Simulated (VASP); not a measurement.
A run of VASP 6.6.1:

INCAR

```
SYSTEM = C
  PREC = Accurate
  ENCUT = 520
  EDIFF = 1E-6
  ISMEAR = 0
  SIGMA = 0.03
  LREAL = .FALSE.
  LASPH = .TRUE.
  NELM = 100
  ALGO = Normal
  ISIF = 2
  LWAVE = .FALSE.
  LCHARG = .FALSE.
  GGA = CA
  NBANDS = 26
```

The input KPOINTS:

```
regular mesh
0
G
  15 15 3
  0 0 0
```

File POSCAR:

```
C
1.0
   -1.2226660053     -2.1164534110      0.0000000000
    1.2226660053     -2.1164534110      0.0000000000
    0.1358517784     -1.6461304308     13.4515291704
C
8
Direct
    0.2916297670      0.2777408781      0.1250000000
    0.7082964337      0.6666297670      0.3750000000
    0.1249631004      0.0555186559      0.6250000000
    0.5416297670      0.4444075448      0.8750000000
    0.6250368996      0.6111480107      0.1250000000
    0.0417035663      0.0000368996      0.3750000000
    0.4583702330      0.3889257885      0.6250000000
   -0.1249631004     -0.2221853226      0.8750000000
```

Potentials or basis: VASP PAW LDA potentials, release 64 (C).

Launch:

```sh
$ cat potpaw_LDA.64/C/POTCAR > POTCAR
$ mpirun -np 1 vasp_std > vasp.out
```

Hardware: 1 thread of Intel Xeon 8259CL (shared host).

Problem. Estimate the wall time of this run.

Solution. It took 12 min on 1 thread of Intel Xeon 8259CL, on a shared host, peak memory 0.46 GiB. Counts: scf iterations 12, k points 338.
